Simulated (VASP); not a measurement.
A run of VASP 6.6.1 is set up as follows.

Contents of POSCAR:

```
C
1.0
    0.0000000000      1.7356381642      1.7801417069
    1.7356381642      0.0000000000      1.7801417069
    1.7356381642      1.7356381642      0.0000000000
C
2
Direct
    0.5000000000      0.5000000000      0.5000000000
    0.7500000000      0.7500000000      0.7500000000
```

The input INCAR.step1:

```
SYSTEM = C
PREC = Accurate
ENCUT = 520
ISMEAR = 0
SIGMA = 0.05
LREAL = .False.
LASPH = .True.
NELM = 60
NBANDS = 11
GGA = PE
ALGO = Normal
EDIFF = 1E-4
LWAVE = .True.
LCHARG = .False.
```

The input INCAR.step2:

```
SYSTEM = C
PREC = Accurate
ENCUT = 520
EDIFF = 1E-6
ISMEAR = 0
SIGMA = 0.05
LREAL = .False.
LASPH = .True.
NELM = 60
ALGO = Normal
ISIF = 2
LWAVE = .False.
LCHARG = .False.
METAGGA = R2SCAN
LMIXTAU = .True.
NBANDS = 11
ISTART = 1
```

File KPOINTS:

```
Automatic mesh
0
Gamma
  12 12 12
  0 0 0
```

Potentials or basis: VASP PAW PBE potentials, release 64 (C).

Launch:

```console
$ cat potpaw_PBE.64/C/POTCAR > POTCAR
$ cp INCAR.step1 INCAR
$ mpirun -np 1 vasp_std > vasp.out
$ cp INCAR.step2 INCAR
$ mpirun -np 1 vasp_std > vasp.out
```

Q: Predict the band gap on the k mesh.

A: 4.13 eV (least direct gap 5.74 eV).

Q: Predict the pressure.

A: 26.4 GPa.

Stress tensor (GPa, compression positive):
```
35.46  0.00  0.00
 0.00 35.46  0.00
 0.00  0.00  8.26
```

Caveat: the cell differs from its parent crystal (strain -0.025 along x and y, +0.000 along z); the cell stands under pressure; the PAW data sets were made with another functional, which shifts forces and pressure a little. A k mesh can miss the band edges.
